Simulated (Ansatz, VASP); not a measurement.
## Rb: VASP beside Ansatz

INCAR

```
SYSTEM = Rb
  PREC = Accurate
  ENCUT = 520
  EDIFF = 1E-7
  ISMEAR = 0
  SIGMA = 0.15
  LREAL = .FALSE.
  LASPH = .TRUE.
  NELM = 80
  ALGO = Fast
  ISIF = 2
  LWAVE = .FALSE.
  LCHARG = .TRUE.
  GGA = PS
  LELF = .TRUE.
  LVHAR = .TRUE.
  NBANDS = 10
```

The input KPOINTS:

```
Automatic mesh
0
G
  14 14 14
  0 0 0
```

The input POSCAR:

```
Rb
1.0
   -3.4493944507      2.8412945172      2.8412945172
    2.8412945172     -3.4493944507      2.8412945172
    2.8412945172      2.8412945172     -3.4493944507
Rb
1
Direct
    0.0000000000      0.0000000000      0.0000000000
```

Input for Ansatz:

```yaml
crystal:
  lattice:
    - [-3.4493944507, 2.8412945172, 2.8412945172]
    - [2.8412945172, -3.4493944507, 2.8412945172]
    - [2.8412945172, 2.8412945172, -3.4493944507]
  atoms:
    - { symbol: Rb, position: [0.0, 0.0, 0.0] }
basis:
  ecutwfc: 420
kpoints:
  mp_grid: { grid: [14, 14, 14] }
hamiltonian:
  xc: pbesol
scf:
  occupations: { method: gaussian, width: 0.15 }
output:
  forces: true
  stress: true
  eigenvalues: true
```

Alike in both runs: task single point; functional PBEsol; k mesh 14 × 14 × 14; occupations gaussian, width 0.15 eV; no spin polarisation.

|  | VASP | Ansatz |
| --- | --- | --- |
| version | VASP 6.6.1 | Ansatz 0.2.0 |
| potentials or method | VASP PAW PBE potentials, release 64 (Rb_sv), cutoff 520 eV | scalar-relativistic, plane waves, PAW |
| valence electrons in the cell | 9 | 9 |

|  | VASP | Ansatz | Ansatz less VASP |
| --- | --- | --- | --- |
| gap on the k mesh at the Fermi level (eV) | none | none | - |
| pressure (GPa) | 0.2 | 0.2 | 0.00 |
| traceless stress, the component that is largest in VASP (GPa) | 0.75 | 0.75 | -0.001 |

VASP's potentials were made for PBE, not for PBEsol. A gap of «none» marks a metal or a gap that the smearing closes. With one functional, cell and mesh, what is left measures potentials, basis and numerics.
